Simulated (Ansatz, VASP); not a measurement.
**Two plane-wave programs on PbS**

```xyz
4
Lattice="2.0555 -5.8171 0.0000 2.0555 5.8171 0.0000 0.0000 0.0000 4.2684" Properties=species:S:1:pos:R:3 pbc="T T T"
Pb    2.0555   -4.3402    3.2013
Pb    2.0555    4.3402    1.0671
S     2.0555   -1.6357    3.2013
S     2.0555    1.6357    1.0671
```

Alike in both runs: task single point; functional r2SCAN; k mesh 8 × 8 × 6; occupations gaussian, width 0.02 eV; no spin polarisation.

|  | VASP | Ansatz |
| --- | --- | --- |
| version | VASP 6.6.1 | Ansatz 0.2.0 |
| potentials or method | VASP PAW PBE potentials, release 64 (Pb_d, S), cutoff 550 eV | scalar-relativistic, plane waves, PAW |
| valence electrons in the cell | 40 | 40 |

Ansatz gave:

```
gap on the k mesh at the Fermi level (eV) : 1.48
least direct gap on the mesh (eV)         : 1.62
```

Question: What did VASP give for the same quantities?

Answer: gap on the k mesh at the Fermi level (eV): 1.48; least direct gap on the mesh (eV): 1.63.

VASP's potentials were made for PBE, not for r2SCAN.

Spin-orbit coupling is off throughout.
